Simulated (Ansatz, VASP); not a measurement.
PbSe in VASP and in Ansatz

```xyz
2
Lattice="0.0000 3.1234 3.0621 3.1234 0.0000 3.0621 3.1234 3.1234 0.0000" Properties=species:S:1:pos:R:3 pbc="T T T"
Pb    0.0000    0.0000    0.0000
Se    3.1234    3.1234    3.0621
```

Change from the starting cell: equal xx and yy strain of +2 %.

Alike in both runs: task single point; functional PBE; k mesh 9 × 9 × 9; occupations fermi-dirac, width 0.01 eV; no spin polarisation.

|  | VASP | Ansatz |
| --- | --- | --- |
| version | VASP 6.6.1 | Ansatz 0.2.0 |
| potentials or method | VASP PAW PBE potentials, release 64 (Pb_d, Se), cutoff 520 eV | all-electron LAPW, scalar-relativistic |

Ansatz gave:

- gap on the k mesh at the Fermi level (eV): 0.74
- pressure (GPa): 0.3
- traceless stress, the component that is largest in VASP (GPa): 1.45

Task: What did VASP give for the same quantities?

Result: gap on the k mesh at the Fermi level (eV): 0.74; pressure (GPa): 0.3; traceless stress, the component that is largest in VASP (GPa): 1.46.

Ansatz ran all-electron here, and VASP with PAW potentials.

Neither program's run includes spin-orbit coupling.
